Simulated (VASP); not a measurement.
Wanted: the native input for a VASP 6.6.1 run.

```
Task                   : single point
Functional             : PBE
Potentials or basis    : VASP PAW PBE potentials, release 64 (C)
Cutoff                 : 520 eV
k mesh                 : 12 × 12 × 12
Occupations            : gaussian, width 0.02 eV
Spin                   : no spin polarisation
Dipole correction      : no
Further INCAR settings : ALGO = Normal; EDIFF = 1e-06; NBANDS = 11
```

The structure of C lies in POSCAR:

```
C
1.0
    0.0000000000      1.7857368633      1.7857368633
    1.7857368633      0.0000000000      1.7857368633
    1.7857368633      1.7857368633      0.0000000000
C
2
Direct
    0.0000000000      0.0000000000      0.0000000000
    0.2500000000      0.2500000000      0.2500000000
```

These files were run (other wordings do the same):

INCAR

```
PREC = Accurate
ENCUT = 520
EDIFF = 1E-6
ISMEAR = 0
SIGMA = 0.02
LREAL = False
LASPH = True
NELM = 100
ALGO = Normal
ISIF = 2
LWAVE = False
LCHARG = False
GGA = PE
NBANDS = 11
```

KPOINTS

```
Automatic mesh
0
Gamma
  12 12 12
```

Potentials or basis: VASP PAW PBE potentials, release 64 (C).

Command:

```bash
$ cat potpaw_PBE.64/C/POTCAR > POTCAR
$ mpirun -np 1 vasp_std > vasp.out
```

Results of the run:

```yaml
Pressure: 0.7 GPa
Band_gap_on_the_k_mesh: 4.14 eV, indirect (least direct gap 5.58 eV)
```

Run time: 9.4 s on 1 thread of AMD EPYC 7R13 (shared host), peak memory 0.09 GiB.
